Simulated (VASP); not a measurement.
A run of VASP 6.6.1 is set up as follows.

INCAR

```
  PREC = Accurate
  ENCUT = 600
  EDIFF = 1E-6
  ISMEAR = 0
  SIGMA = 0.0304
  LREAL = F
  LASPH = T
  NELM = 200
  ALGO = Normal
  ISIF = 2
  LWAVE = F
  LCHARG = F
  ISPIN = 2
  MAGMOM = 3 3 0 0
  LORBIT = 11
  LMAXMIX = 4
  LDAU = T
  LDAUTYPE = 2
  LDAUL = 2 -1
  LDAUU = 1.77 0
  LDAUJ = 0 0
  LDAUPRINT = 1
  GGA = PE
  ISYM = 0
  NBANDS = 27
  GGA_COMPAT = F
```

File KPOINTS:

```
Automatic mesh
0
Gamma
  7 7 7
```

Contents of POSCAR:

```
CoO
1.0
    4.3282153400      2.1641076700      2.1641076700
    2.1641076700      4.3282153400      2.1641076700
    2.1641076700      2.1641076700      4.3282153400
Co O
2 2
Direct
    0.0000000000      0.0000000000      0.0000000000
    0.5000000000      0.5000000000      0.5000000000
    0.2500000000      0.2500000000      0.2500000000
    0.7500000000      0.7500000000      0.7500000000
```

Potentials or basis: VASP PAW PBE potentials, release 64 (Co, O).

The run is started by

```console
$ cat potpaw_PBE.64/Co/POTCAR potpaw_PBE.64/O/POTCAR > POTCAR
$ mpirun -np 1 vasp_std > vasp.out
```

Question: Predict the net moment.

Answer: 6.00 μB per cell.

Question: Predict the site moments.

Answer: Co +2.69; O +0.28 μB.

Question: Predict the band gap on the k mesh.

Answer: Zero (filled and empty bands overlap).

Question: Predict the pressure.

Answer: -9.7 GPa.

Eigenvalues of the final occupation matrices:
| site | spin | trace | eigenvalues |
| --- | --- | --- | --- |
| site 1 d | 1 | 4.89 | 0.96 0.96 0.96 1.00 1.00 |
| site 1 d | 2 | 2.24 | 0.15 0.15 0.64 0.65 0.65 |
| site 2 d | 1 | 4.89 | 0.96 0.96 0.96 1.00 1.00 |
| site 2 d | 2 | 2.24 | 0.15 0.15 0.64 0.65 0.65 |

Caveat: the cell stands under tension. The state reached can hang on the start; a lower one may exist.
